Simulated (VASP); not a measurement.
# Be2ZnSe3 (P3m1) in VASP: notebook

Runs on Be2ZnSe3. Level: PBE. Tasks: single point.

Everything below comes from runs of VASP 6.6.1. Logs are shortened: lines on timing, memory, paths and dates and some standing lists are left out, and cuts for length are marked.

**1. The cell of the first run**

The structure is trigonal, space group P3m1 (No. 156). Conventional cell: a = 3.790 Å, b = 3.790 Å, c = 9.341 Å, α = 90.00°, β = 90.00°, γ = 120.00°. Within 2.9 Å of Be (site symmetry 3m) lie 4 Se at 2.23 to 2.30 Å. Be (site symmetry 3m) has 4 Se at 2.24 to 2.30 Å within 3.0 Å. Zn (site symmetry 3m) has 4 Se at 2.41 to 2.46 Å within 3.2 Å. Within 2.9 Å of Se (site symmetry 3m) lie 1 Be at 2.23 Å and 3 Zn at 2.41 Å. Within 3.0 Å of Se (site symmetry 3m) lie 3 Be at 2.30 Å and 1 Zn at 2.46 Å. Within 3.0 Å of Se (site symmetry 3m) lie 4 Be at 2.24 to 2.30 Å.

**2. Single point, PBE**

INCAR

```
SYSTEM = Be2ZnSe3
ALGO = Normal
EDIFF = 1E-7
ENCUT = 520
GGA = PE
ISIF = 2
ISMEAR = 0
LASPH = .True.
LCHARG = .True.
LELF = .True.
LREAL = .False.
LVHAR = .True.
LWAVE = .False.
NBANDS = 26
NELM = 100
PREC = Accurate
SIGMA = 0.1
```

KPOINTS

```
k-points
0
Gamma
  6 6 2
  0 0 0
```

POSCAR

```
Be2ZnSe3
1.0
    3.7899661000      0.0000000000      0.0000000000
   -1.8949831000      3.2822069000      0.0000000000
    0.0000000000      0.0000000000      9.3406561000
Be Zn Se
2 1 3
Direct
    0.0000000000      0.0000000000      0.0084440000
    0.6666667000      0.3333333000      0.3242370000
    0.3333333000      0.6666667000      0.6631090000
    0.0000000000      0.0000000000      0.7700450000
    0.3333333000      0.6666667000      0.3998320000
    0.6666667000      0.3333333000      0.0843330000
```

Potentials or basis: VASP PAW PBE potentials, release 64 (Be, Zn, Se).

Started as:

```bash
> cat potpaw_PBE.64/Be/POTCAR potpaw_PBE.64/Zn/POTCAR potpaw_PBE.64/Se/POTCAR > POTCAR
> mpirun -np 1 vasp_std > vasp.out
```

OUTCAR:

```text
SYSTEM = Be2ZnSe3
   EDIFF = 1E-7
   ENCUT = 520
   GGA = PE
   ISIF = 2
   ISMEAR = 0
   LASPH = .True.
   LREAL = .False.
   NELM = 100
   PREC = Accurate

 ion  position               nearest neighbor table
   1  0.000  0.000  0.008-   4 2.23   6 2.30   6 2.30   6 2.30
   2  0.667  0.333  0.324-   6 2.24   5 2.30   5 2.30   5 2.30
   3  0.333  0.667  0.663-   4 2.41   4 2.41   4 2.41   5 2.46
   4  0.000  0.000  0.770-   1 2.23   3 2.41   3 2.41   3 2.41
   5  0.333  0.667  0.400-   2 2.30   2 2.30   2 2.30   3 2.46
   6  0.667  0.333  0.084-   2 2.24   1 2.30   1 2.30   1 2.30

  LATTYP: Found a hexagonal cell.
 ALAT       =     3.7899661000
 C/A-ratio  =     2.4645751053

  Lattice vectors:

 A1 = (   3.7899661000,   0.0000000000,   0.0000000000)
 A2 = (  -1.8949831000,   3.2822069000,   0.0000000000)
 A3 = (   0.0000000000,   0.0000000000,   9.3406561000)

Analysis of symmetry for initial positions (statically):
=====================================================================
 Subroutine PRICEL returns:
 Original cell was already a primitive cell.

 Routine SETGRP: Setting up the symmetry group for a
 hexagonal supercell.

 Subroutine GETGRP returns: Found  6 space group operations
 (whereof  6 operations were pure point group operations)
 out of a pool of 24 trial point group operations.

The static configuration has the point symmetry C_3v.

Analysis of symmetry for dynamics (positions and initial velocities):
=====================================================================
 Subroutine PRICEL returns:
 Original cell was already a primitive cell.

 Routine SETGRP: Setting up the symmetry group for a
 hexagonal supercell.

 Subroutine GETGRP returns: Found  6 space group operations
 (whereof  6 operations were pure point group operations)
 out of a pool of 24 trial point group operations.

The dynamic configuration has the point symmetry C_3v.

 Subroutine INISYM returns: Found  6 space group operations
 (whereof  6 operations are pure point group operations),
 and found     1 'primitive' translations

----------------------------------------------------------------------------------------

                                     Primitive cell

  volume of cell :     116.1927

  direct lattice vectors                    reciprocal lattice vectors
     3.789966100  0.000000000  0.000000000     0.263854603  0.152336531  0.000000000
    -1.894983100  3.282206900  0.000000000     0.000000000  0.304673054  0.000000000
[... 85 lines left out ...]
   NSW    =      0    number of steps for IOM
   IBRION =     -1    ionic relax: 0-MD 1-quasi-New 2-CG
   NFREE  =      0    steps in history (QN), initial steepest desc. (CG)
   ISIF   =      2    stress and relaxation
   ISYM   =      2    0-nonsym 1-usesym 2-fastsym
   POTIM  = 0.5000    time-step for ionic-motion
   TEBEG  =    0.0;   TEEND  =   0.0 temperature during run
   PSTRESS=    0.0 pullay stress
   NELECT =      34.0000    total number of electrons
   NUPDOWN=      -1.0000    fix difference up-down
   EMIN   =  10.00;   EMAX   =-10.00  energy-range for DOS
   EFERMI =   0.00;   METHOD = LEGACY
   ISMEAR =     0;   SIGMA  =   0.10  broadening in eV -4-tet -1-fermi 0-gaus
   EFERMI_NEDOS =   21; number of points for ismear=-14 and -15
   IALGO  =     38    algorithm
   IMIX   =      4    mixing-type and parameters
     AMIX     =   0.40;   BMIX     =  1.00
     AMIX_MAG =   1.60;   BMIX_MAG =  1.00
  volume/ion in A,a.u.               =      19.37       130.68
  Fermi-wavevector in a.u.,A,eV,Ry     =   1.086863  2.053874 16.072178  1.181272
  Thomas-Fermi vector in A             =   2.223010
   LORBIT       =      0    0 simple, 1 ext, 2 COOP (PROOUT), +10 PAW based schemes
   GGA     = PE    functional components
   LHFCALC =     F    Hartree Fock is set to
   AEXX    =    0.0000 exact exchange contribution
   IVDW    =     0    specifies the selected vdW correction
   LEPSILON=     F    determine dielectric tensor
   LRPA    =     F    only Hartree local field effects (RPA)
 non-spin polarized calculation
 Gauss-broadening in eV      SIGMA  =   0.10
  energy-cutoff  :      520.00
  volume of cell :      116.19
 maximum number of plane-waves:      3149
   NGX = 15   NGY = 15   NGZ = 35

 number of electron      33.9999998 magnetization

 Free energy of the ion-electron system (eV)
  ---------------------------------------------------
  ext. energy  EPLUGINS =         0.00000000
  ---------------------------------------------------
  free energy    TOTEN  =       -23.48626174 eV

  energy without entropy =      -23.48626174  energy(sigma->0) =      -23.48626174

 E-fermi :   3.2659     XC(G=0):  -9.3089

 val. band max:        2.8038590807   @ k =   0.0000   0.0000   0.0000
 cond. band min:       5.1593685817   @ k =   0.5000   0.0000   0.0000
 fundamental gap:      2.3555095010
 Fermi energy:         3.2658696110

 k-point     1 :       0.0000    0.0000    0.0000
  band No.  band energies     occupation
      1     -10.9732      2.00000
      2     -10.2993      2.00000
      3     -10.0858      2.00000
      4      -3.8803      2.00000
      5      -3.8600      2.00000
      6      -3.8600      2.00000
[... 395 lines left out ...]
     25      10.3609      0.00000
     26      10.6726      0.00000

------------------------ aborting loop because EDIFF is reached ----------------------------------------

  FORCE on cell =-STRESS in cart. coord.  units (eV):
  Direction    XX          YY          ZZ          XY          YZ          ZX
  --------------------------------------------------------------------------------------
  -------------------------------------------------------------------------------------
  Total        0.1804818      0.1804818      0.0901012     -0.0000000      0.0000000      0.0000000
  in kB        2.4886581      2.4886581      1.2424036     -0.0000000      0.0000000      0.0000000
  external PRESSURE =       2.0732399 kB  Pullay stress =       0.0000000 kB

 VOLUME and BASIS-vectors are now :
 -----------------------------------------------------------------------------
  energy-cutoff  :      520.00
  volume of cell :      116.19
      direct lattice vectors                 reciprocal lattice vectors
     3.789966100  0.000000000  0.000000000     0.263854603  0.152336531  0.000000000
    -1.894983100  3.282206900  0.000000000     0.000000000  0.304673054  0.000000000
     0.000000000  0.000000000  9.340656100     0.000000000  0.000000000  0.107058861

 POSITION                                       TOTAL-FORCE (eV/Angst)
 -----------------------------------------------------------------------------------
      0.00000      0.00000      0.07887         0.000000     -0.000000     -0.000798
      1.89498      1.09407      3.02859         0.000000     -0.000000      0.000984
     -0.00000      2.18814      6.19387        -0.000000      0.000000     -0.009203
      0.00000      0.00000      7.19273         0.000000     -0.000000      0.022224
     -0.00000      2.18814      3.73469         0.000000     -0.000000     -0.012086
      1.89498      1.09407      0.78773        -0.000000      0.000000     -0.001121
 -----------------------------------------------------------------------------------
    total drift:                                0.000042     -0.000024      0.001761

  FREE ENERGIE OF THE ION-ELECTRON SYSTEM (eV)
  ---------------------------------------------------
  free  energy   TOTEN  =       -23.4862617411 eV

  energy  without entropy=      -23.4862617411  energy(sigma->0) =      -23.48626174
```

Run time: 53 s. Hardware: 1 thread of Intel Xeon Platinum 8259CL at 2.50GHz (Skylake/Cascade Lake), shared host; peak memory 0.23 GiB.

What came out:

| Item | Value |
| --- | --- |
| Free energy | -23.4863 eV |
| Pressure | 0.2 GPa |
| Largest force | 0.022 eV/Å |
| Band gap on the k mesh | 2.36 eV, indirect (least direct gap 2.52 eV) |

Forces on the atoms (eV/Å):
```
Be   0.000  0.000 -0.001
Be   0.000  0.000  0.001
Zn   0.000  0.000 -0.009
Se   0.000  0.000  0.022
Se   0.000  0.000 -0.012
Se   0.000  0.000 -0.001
```

Stress tensor (GPa, compression positive):
```
0.25 0.00 0.00
0.00 0.25 0.00
0.00 0.00 0.12
```

**3. Single point, PBE**

INCAR, as its differences from that of step 2:

```diff
@@ -16,2 +16,2 @@
 PREC = Accurate
-SIGMA = 0.1
+SIGMA = 0.02
```

KPOINTS

```
k-points
0
Gamma
  12 12 4
  0 0 0
```

POSCAR

```
Be2ZnSe3
1.0
    3.7899660873      0.0000000289      0.0000000000
   -1.8949830686      3.2822068966      0.0000000000
    0.0000000000      0.0000000000      9.3406561000
Be Zn Se
2 1 3
Direct
    0.0000000000      0.0000000000      0.0084440000
    0.6666666667      0.3333333333      0.3242370000
    0.3333333333      0.6666666667      0.6631090000
    0.0000000000      0.0000000000      0.7700450000
    0.3333333333      0.6666666667      0.3998320000
    0.6666666667      0.3333333333      0.0843330000
```

Potentials or basis: VASP PAW PBE potentials, release 64 (Be, Zn, Se).

Started as:

```bash
> cat potpaw_PBE.64/Be/POTCAR potpaw_PBE.64/Zn/POTCAR potpaw_PBE.64/Se/POTCAR > POTCAR
> mpirun -np 1 vasp_std > vasp.out
```

Wall time 98 s (1 thread of Intel Xeon 6975P-C (Granite Rapids), shared host); peak memory 0.35 GiB.

It converged, with:

| Property | Result |
| --- | --- |
| Free energy | -23.4938 eV |
| Pressure | 0.2 GPa |
| Largest force | 0.020 eV/Å |
| Band gap on the k mesh | 2.36 eV, indirect (least direct gap 2.52 eV) |

Forces in eV/Å, atoms in the order of the input:
```
Be   0.000  0.000  0.000
Be   0.000  0.000  0.002
Zn   0.000  0.000 -0.009
Se   0.000  0.000  0.020
Se   0.000  0.000 -0.011
Se   0.000  0.000 -0.002
```

Levels at points of the mesh, in eV from the valence-band top:
```tsv
k point	band 15	band 16	band 17	band 18	band 19	band 20
(0.00, 0.00, 0.00)	-0.43	0.00	0.00	2.52	3.37	3.48
(0.50, 0.00, 0.00)	-2.32	-1.95	-1.25	2.36	3.48	3.90
(0.00, 0.00, 0.50)	-0.93	-0.09	-0.09	3.28	3.41	3.59
(0.50, 0.00, 0.50)	-2.24	-1.34	-1.03	2.90	3.05	3.47
```

A k mesh can miss the band edges. As with any semilocal functional, this PBE gap is likely too small.

**4. Single point, PBE (volume scaled by 1.03, then relaxed in part)**

INCAR

```
SYSTEM = Be2ZnSe3
ALGO     = Normal         ! electronic algorithm
EDIFF    = 1E-7           ! SCF threshold, eV
ENCUT    = 520            ! plane-wave cutoff, eV
GGA      = PE             ! functional
ISIF     = 2              ! what is computed and relaxed
ISMEAR   = 0              ! smearing method
LASPH    = .TRUE.         ! aspherical terms in the spheres
LCHARG   = .TRUE.         ! write CHGCAR
LELF     = .TRUE.         ! ELF
LREAL    = .FALSE.        ! projectors in reciprocal space
LVHAR    = .TRUE.       
LWAVE    = .FALSE.        ! write WAVECAR
NBANDS   = 26             ! bands
NELM     = 80             ! most SCF steps
PREC     = Accurate       ! precision mode
SIGMA    = 0.02           ! smearing width, eV
```

KPOINTS

```
k-points
0
G
  12 12 4
  0 0 0
```

POSCAR

```
Be2ZnSe3
1.0
    3.8303119268      0.0000000292      0.0000000000
   -1.9151559887      3.3171474184      0.0000000000
    0.0000000000      0.0000000000      9.4192640073
Be Zn Se
2 1 3
Direct
    0.0000000000      0.0000000000      0.0080429073
    0.6666666667      0.3333333333      0.3241109032
    0.3333333333      0.6666666667      0.6638726913
    0.0000000000      0.0000000000      0.7696109061
    0.3333333333      0.6666666667      0.4000773641
    0.6666666667      0.3333333333      0.0842852280
```

Started as:

```bash
> cat potpaw_PBE.64/Be/POTCAR potpaw_PBE.64/Zn/POTCAR potpaw_PBE.64/Se/POTCAR > POTCAR
> mpirun -np 1 vasp_std > vasp.out
```

Wall time 2.1 min (1 thread of Intel Xeon 6975P-C (Granite Rapids), shared host); peak memory 0.35 GiB.

Results (log left out):

- Free energy: -23.4767 eV
- Pressure: -1.7 GPa
- Largest force: 0.013 eV/Å
- Band gap on the k mesh: 2.40 eV, direct

Forces in eV/Å, atoms in the order of the input:
```
Be   0.000  0.000  0.001
Be   0.000  0.000  0.001
Zn   0.000  0.000 -0.006
Se   0.000  0.000  0.013
Se   0.000  0.000 -0.007
Se   0.000  0.000 -0.003
```

Levels at points of the mesh, in eV from the valence-band top:
```
           k point  band 15  band 16  band 17  band 18  band 19  band 20
(0.00, 0.00, 0.00)    -0.39     0.00     0.00     2.40     3.31     3.42
(0.50, 0.00, 0.00)    -2.20    -1.83    -1.19     2.45     3.51     3.91
(0.00, 0.00, 0.50)    -0.85    -0.09    -0.09     3.22     3.34     3.47
(0.50, 0.00, 0.50)    -2.12    -1.26    -0.98     2.97     3.02     3.52
```

 A k mesh can miss the band edges.

**5. Overview**

| cell | k mesh | smearing | gap on the mesh (eV) | pressure (GPa) | largest force (eV/Å) |
| --- | --- | --- | --- | --- | --- |
| a = 3.790, b = 3.790, c = 9.341 Å, angles 90.0, 90.0, 120.0°, 6 atoms | 6 × 6 × 2 | gaussian 0.1 eV | 2.36 | 0.2 | 0.02 |
| a = 3.790, b = 3.790, c = 9.341 Å, angles 90.0, 90.0, 120.0°, 6 atoms | 12 × 12 × 4 | gaussian 0.02 eV | 2.36 | 0.2 | 0.02 |
| a = 3.830, b = 3.830, c = 9.419 Å, angles 90.0, 90.0, 120.0°, 6 atoms | 12 × 12 × 4 | gaussian 0.02 eV | 2.40 | -1.7 | 0.01 |

Alike in all rows: task single point; level PBE; potentials or basis VASP PAW PBE potentials, release 64 (Be, Zn, Se); no spin polarisation; cutoff (eV) 520.

Absolute energies hang on the potentials; compare differences alone.
